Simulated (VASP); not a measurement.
# Be3Te2O (C2/m) in VASP: single point with PBE

Aim: the single point of Be3Te2O with PBE.

Program: VASP 6.6.1. These are calculated values, not measurements. Logs are shortened: lines on timing, memory, paths and dates and some standing lists are left out, and cuts for length are marked.

**1. The cell of the first run**

The structure is monoclinic, space group C2/m (No. 12). The conventional cell has a = 11.902 Å, b = 4.080 Å, c = 4.255 Å, α = 90.00°, β = 110.58°, γ = 90.00°. Be (site symmetry m) has 1 O at 1.54 Å within 2.1 Å. Be (site symmetry 2/m) has 2 O at 2.04 Å and 4 Be at 2.56 Å and 4 Te at 2.74 to 2.76 Å within 2.8 Å. Within 4.3 Å of Te (site symmetry m) lie 10 Be at 2.49 to 4.25 Å and 5 O at 3.41 to 3.83 Å and 9 Te at 3.48 to 4.25 Å. Within 2.1 Å of O (site symmetry 2/m) lie 4 Be at 1.54 to 2.04 Å.

The cell was generated, and may not be a known phase.

**2. Single point, PBE**

Contents of INCAR:

```
SYSTEM = Be3Te2O
PREC = Accurate ; ENCUT = 600
EDIFF = 1E-6 ; ISMEAR = 0
SIGMA = 0.15 ; LREAL = .False.
LASPH = .True. ; NELM = 120
ALGO = Normal ; ISIF = 2
LWAVE = .False. ; LCHARG = .False.
GGA = PE ; NBANDS = 21
GGA_COMPAT = .False.
```

Contents of KPOINTS:

```
regular mesh
0
Gamma
  3 3 4
  0 0 0
```

Contents of POSCAR:

```
Be3Te2O
1.0
    5.9487696160     -2.0400676582     -0.5769903473
    5.9487696160      2.0400676582     -0.5769903473
   -1.1499056399      0.0000000000      4.0964528593
Be Te O
3 2 1
Direct
    0.1192693182      0.1192693182      0.3036373061
    0.5000000000      0.5000000000      0.0000000000
    0.8807306818      0.8807306818      0.6963626939
    0.3437855090      0.3437855090      0.3380615124
    0.6562144910      0.6562144910      0.6619384876
    0.0000000000      0.0000000000      0.0000000000
```

Potentials or basis: VASP PAW PBE potentials, release 64 (Be, Te, O).

The run is started by

```
cat potpaw_PBE.64/Be/POTCAR potpaw_PBE.64/Te/POTCAR potpaw_PBE.64/O/POTCAR > POTCAR
mpirun -np 1 vasp_std > vasp.out
```

OUTCAR:

```text
SYSTEM = Be3Te2O
   PREC = Accurate
   ENCUT = 600
   EDIFF = 1E-6
   ISMEAR = 0
   LREAL = .False.
   LASPH = .True.
   NELM = 120
   ISIF = 2
   GGA = PE

 ion  position               nearest neighbor table
   1  0.119  0.119  0.304-   6 1.54   5 2.49   5 2.49   4 2.63
   2  0.500  0.500  0.000-   6 2.04   6 2.04   4 2.74   5 2.74   5 2.76   4 2.76
   3  0.881  0.881  0.696-   6 1.54   4 2.49   4 2.49   5 2.63
   4  0.344  0.344  0.338-   3 2.49   3 2.49   1 2.63   2 2.74   2 2.76   5 3.48   5 3.58   5 3.58
                             5 3.65   5 3.65
   5  0.656  0.656  0.662-   1 2.49   1 2.49   3 2.63   2 2.74   2 2.76   4 3.48   4 3.58   4 3.58
                             4 3.65   4 3.65
   6  0.000  0.000  0.000-   1 1.54   3 1.54   2 2.04   2 2.04

  Warning from LATTYP: Got some problem with cell dimensions!
  Tried to take original basis but could not verify dimensions!
  LATTYP: Found a base centered monoclinic cell.
 ALAT       =    11.9022202693
 B/A-ratio  =     0.3428045545
 C/A-ratio  =     0.3574783951
 COS(beta)  =    -0.3514543530

  Lattice vectors:

 A1 = (  -4.7988639761,   2.0400676582,  -3.5194625120)
 A2 = (  -4.7988639761,  -2.0400676582,  -3.5194625120)
 A3 = (  -1.1499056399,   0.0000000000,   4.0964528593)

Analysis of symmetry for initial positions (statically):
=====================================================================
 Subroutine PRICEL returns:
 Original cell was already a primitive cell.

 Routine SETGRP: Setting up the symmetry group for a
 base centered monoclinic supercell.

 Subroutine GETGRP returns: Found  4 space group operations
 (whereof  4 operations were pure point group operations)
 out of a pool of  4 trial point group operations.

The static configuration has the point symmetry C_2h.

Analysis of symmetry for dynamics (positions and initial velocities):
=====================================================================
 Subroutine PRICEL returns:
 Original cell was already a primitive cell.

 Routine SETGRP: Setting up the symmetry group for a
 base centered monoclinic supercell.

 Subroutine GETGRP returns: Found  4 space group operations
 (whereof  4 operations were pure point group operations)
 out of a pool of  4 trial point group operations.

The dynamic configuration has the point symmetry C_2h.

 Subroutine INISYM returns: Found  4 space group operations
 (whereof  4 operations are pure point group operations),
 and found     1 'primitive' translations

----------------------------------------------------------------------------------------

                                     Primitive cell

  volume of cell :      96.7211

  direct lattice vectors                    reciprocal lattice vectors
     5.948769616 -2.040067658 -0.576990347     0.086403479 -0.245089911  0.024254117
     5.948769616  2.040067658 -0.576990347     0.086403479  0.245089911  0.024254117
    -1.149905640  0.000000000  4.096452859     0.024340069  0.000000000  0.250946079

  length of vectors
     6.315271479  6.315271479  4.254786600     0.261003616  0.261003616  0.252123727

  position of ions in fractional coordinates (direct lattice)
     0.119269318  0.119269318  0.303637306
     0.500000000  0.500000000  0.000000000
     0.880730682  0.880730682  0.696362694
     0.343785509  0.343785509  0.338061512
     0.656214491  0.656214491  0.661938488
     0.000000000  0.000000000  0.000000000

  ion indices of the primitive-cell ions
   primitive index   ion index
                 1           1
                 2           2
                 3           3
                 4           4
                 5           5
                 6           6

----------------------------------------------------------------------------------------

 KPOINTS: regular mesh

Automatic generation of k-mesh.
 Grid dimensions read from file:
 generate k-points for:    3    3    4

 Generating k-lattice:

  Cartesian coordinates                     Fractional coordinates (reciprocal lattice)
     0.028801160 -0.081696637  0.008084706     0.333333333  0.000000000  0.000000000
     0.028801160  0.081696637  0.008084706     0.000000000  0.333333333  0.000000000
     0.006085017  0.000000000  0.062736520     0.000000000  0.000000000  0.250000000

  Length of vectors
     0.087001205  0.087001205  0.063030932

  Shift w.r.t. Gamma in fractional coordinates (k-lattice)
     0.000000000  0.000000000  0.000000000

 Subroutine IBZKPT returns following result:
 ===========================================

 Found     14 irreducible k-points:

 Following reciprocal coordinates:
            Coordinates               Weight
  0.000000  0.000000  0.000000      1.000000
  0.333333  0.000000 -0.000000      4.000000
  0.333333  0.333333 -0.000000      2.000000
 -0.333333  0.333333  0.000000      2.000000
  0.000000  0.000000  0.250000      2.000000
  0.333333  0.000000  0.250000      4.000000
 -0.333333  0.000000  0.250000      4.000000
  0.333333  0.333333  0.250000      2.000000
 -0.333333  0.333333  0.250000      4.000000
 -0.333333 -0.333333  0.250000      2.000000
  0.000000  0.000000  0.500000      1.000000
  0.333333  0.000000  0.500000      4.000000
  0.333333  0.333333  0.500000      2.000000
 -0.333333  0.333333  0.500000      2.000000
   k-points           NKPTS =     14   k-points in BZ     NKDIM =     14   number of bands    NBANDS=     21
   number of dos      NEDOS =    301   number of ions     NIONS =      6
   total plane-waves  NPLWV =  90000
   dimension x,y,z NGX =    50 NGY =   50 NGZ =   36
   dimension x,y,z NGXF=   100 NGYF=  100 NGZF=   72
   ions per type =               3   2   1
   NGX,Y,Z   is equivalent  to a cutoff of  13.16, 13.16, 14.07 a.u.
   NGXF,Y,Z  is equivalent  to a cutoff of  26.32, 26.32, 28.13 a.u.
 SYSTEM =  Be3Te2O
   PREC   = accura    normal or accurate (medium, high low for compatibility)
   ISTART =      0    job   : 0-new  1-cont  2-samecut
   ICHARG =      2    charge: 1-file 2-atom 10-const
   ISPIN  =      1    spin polarized calculation?
   LNONCOLLINEAR =      F non collinear calculations
   LSORBIT =      F    spin-orbit coupling
   LASPH  =      T    aspherical Exc in radial PAW
   ENCUT  =  600.0 eV  44.10 Ry    6.64 a.u.  12.61 12.61  8.50*2*pi/ulx,y,z
   NELM   =    120;   NELMIN=  2; NELMDL= -5     # of ELM steps
   EDIFF  = 0.1E-05   stopping-criterion for ELM
   LREAL  =      F    real-space projection
   EDIFFG = 0.1E-04   stopping-criterion for IOM
   NSW    =      0    number of steps for IOM
   IBRION =     -1    ionic relax: 0-MD 1-quasi-New 2-CG
   NFREE  =      0    steps in history (QN), initial steepest desc. (CG)
   ISIF   =      2    stress and relaxation
   ISYM   =      2    0-nonsym 1-usesym 2-fastsym
   POTIM  = 0.5000    time-step for ionic-motion
   TEBEG  =    0.0;   TEEND  =   0.0 temperature during run
   PSTRESS=    0.0 pullay stress
   NELECT =      24.0000    total number of electrons
   NUPDOWN=      -1.0000    fix difference up-down
   EMIN   =  10.00;   EMAX   =-10.00  energy-range for DOS
   EFERMI =   0.00;   METHOD = LEGACY
   ISMEAR =     0;   SIGMA  =   0.15  broadening in eV -4-tet -1-fermi 0-gaus
   EFERMI_NEDOS =   21; number of points for ismear=-14 and -15
   IALGO  =     38    algorithm
   IMIX   =      4    mixing-type and parameters
     AMIX     =   0.40;   BMIX     =  1.00
     AMIX_MAG =   1.60;   BMIX_MAG =  1.00
  volume/ion in A,a.u.               =      16.12       108.78
  Fermi-wavevector in a.u.,A,eV,Ry     =   1.028738  1.944033 14.399073  1.058302
  Thomas-Fermi vector in A             =   2.162750
   LORBIT       =      0    0 simple, 1 ext, 2 COOP (PROOUT), +10 PAW based schemes
   GGA     = PE    functional components
   LHFCALC =     F    Hartree Fock is set to
   AEXX    =    0.0000 exact exchange contribution
   IVDW    =     0    specifies the selected vdW correction
   LEPSILON=     F    determine dielectric tensor
   LRPA    =     F    only Hartree local field effects (RPA)
 non-spin polarized calculation
 Gauss-broadening in eV      SIGMA  =   0.15
  energy-cutoff  :      600.00
  volume of cell :       96.72
 maximum number of plane-waves:      3245
 NGX is ok and might be reduce to    50
   NGX = 25   NGY = 25   NGZ = 17

 number of electron      23.9999999 magnetization

 Free energy of the ion-electron system (eV)
  ---------------------------------------------------
  ext. energy  EPLUGINS =         0.00000000
  ---------------------------------------------------
  free energy    TOTEN  =       -26.61908875 eV

  energy without entropy =      -26.61908494  energy(sigma->0) =      -26.61908684

 E-fermi :   6.7881     XC(G=0):  -9.8176

 val. band max:        6.3509008221   @ k =  -0.3333   0.0000   0.2500
 cond. band min:       7.2127163136   @ k =   0.3333   0.3333  -0.0000
 fundamental gap:      0.8618154915
 Fermi energy:         6.7880648002

 k-point     1 :       0.0000    0.0000    0.0000
  band No.  band energies     occupation
      1     -13.4333      2.00000
      2      -6.2019      2.00000
      3      -3.9864      2.00000
      4      -0.6955      2.00000
      5       0.0300      2.00000
      6       1.3308      2.00000
[... 13 lines left out ...]
     20      13.1452      0.00000
     21      13.2411      0.00000

 k-point     2 :       0.3333    0.0000   -0.0000
  band No.  band energies     occupation
      1     -13.4156      2.00000
      2      -5.7015      2.00000
      3      -4.2806      2.00000
      4      -0.8583      2.00000
      5      -0.2615      2.00000
      6       1.4698      2.00000
[... 13 lines left out ...]
     20      12.6294      0.00000
     21      13.3142      0.00000
[... 247 lines left out ...]
      5       0.2051      2.00000
      6       0.7137      2.00000
[... 13 lines left out ...]
     20      13.3361      0.00000
     21      14.0113      0.00000

 k-point    14 :      -0.3333    0.3333    0.5000
  band No.  band energies     occupation
      1     -13.3927      2.00000
      2      -4.8926      2.00000
      3      -4.3777      2.00000
      4      -0.9742      2.00000
      5      -0.7920      2.00000
      6       0.7255      2.00000
[... 13 lines left out ...]
     20      14.0153      0.00000
     21      14.0211      0.00000

------------------------ aborting loop because EDIFF is reached ----------------------------------------

  FORCE on cell =-STRESS in cart. coord.  units (eV):
  Direction    XX          YY          ZZ          XY          YZ          ZX
  --------------------------------------------------------------------------------------
  -------------------------------------------------------------------------------------
  Total        0.0013999      0.0607475      0.0815476      0.0000000      0.0000000     -0.0205328
  in kB        0.0231889      1.0062766      1.3508291      0.0000000      0.0000000     -0.3401244
  external PRESSURE =       0.7934315 kB  Pullay stress =       0.0000000 kB

 VOLUME and BASIS-vectors are now :
 -----------------------------------------------------------------------------
  energy-cutoff  :      600.00
  volume of cell :       96.72
      direct lattice vectors                 reciprocal lattice vectors
     5.948769616 -2.040067658 -0.576990347     0.086403479 -0.245089911  0.024254117
     5.948769616  2.040067658 -0.576990347     0.086403479  0.245089911  0.024254117
    -1.149905640  0.000000000  4.096452859     0.024340069  0.000000000  0.250946079

 POSITION                                       TOTAL-FORCE (eV/Angst)
 -----------------------------------------------------------------------------------
      1.06986      0.00000      1.10620        -0.008638      0.000000     -0.009165
      5.94877      0.00000     -0.57699         0.000000     -0.000000     -0.000000
      9.67778      0.00000      1.83627         0.008638      0.000000      0.009165
      3.70146      0.00000      0.98813         0.005251      0.000000     -0.010307
      7.04617      0.00000      1.95434        -0.005251      0.000000      0.010307
      0.00000      0.00000      0.00000         0.000000      0.000000      0.000000
 -----------------------------------------------------------------------------------
    total drift:                               -0.000000      0.000000      0.000000

  FREE ENERGIE OF THE ION-ELECTRON SYSTEM (eV)
  ---------------------------------------------------
  free  energy   TOTEN  =       -26.6190887508 eV

  energy  without entropy=      -26.6190849359  energy(sigma->0) =      -26.61908684
```

Wall time 44 s (1 thread of Intel Xeon Platinum 8488C (Sapphire Rapids), shared host); peak memory 0.28 GiB.

Results:

- Free energy: -26.6191 eV
- Pressure: 0.1 GPa
- Largest force: 0.013 eV/Å
- Band gap on the k mesh: 0.86 eV (least direct gap 1.39 eV)

Forces in eV/Å, atoms in the order of the input:
```
Be  -0.009  0.000 -0.009
Be   0.000  0.000  0.000
Be   0.009  0.000  0.009
Te   0.005  0.000 -0.010
Te  -0.005  0.000  0.010
O    0.000  0.000  0.000
```

Caveat: the k points lie up to 0.55 Å⁻¹ apart; spin-orbit coupling is left out, which moves the levels of the heavy elements. A k mesh can miss the band edges.
